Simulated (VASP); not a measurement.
A run of VASP 6.6.1 is set up as follows.

The input INCAR:

```
  ALGO = Normal
  EDIFF = 1E-6
  ENCUT = 500
  GGA = PE
  GGA_COMPAT = False
  ISIF = 2
  ISMEAR = -1
  LASPH = True
  LCHARG = False
  LREAL = False
  LWAVE = False
  NBANDS = 8
  NELM = 120
  PREC = Accurate
  SIGMA = 0.1
```

The input KPOINTS:

```
k-points
0
Gamma
  12 12 12
```

Contents of POSCAR:

```
Al
1.0
    0.0000000000      1.9694923731      1.9694923731
    1.9694923731      0.0000000000      1.9694923731
    1.9694923731      1.9694923731      0.0000000000
Al
1
Direct
    0.0000000000      0.0000000000      0.0000000000
```

Potentials or basis: VASP PAW PBE potentials, release 64 (Al).

The run is started by

```sh
$ cat potpaw_PBE.64/Al/POTCAR > POTCAR
$ mpirun -np 1 vasp_std > vasp.out
```

(1) Predict the pressure.

Answers

(1) 7.2 GPa.
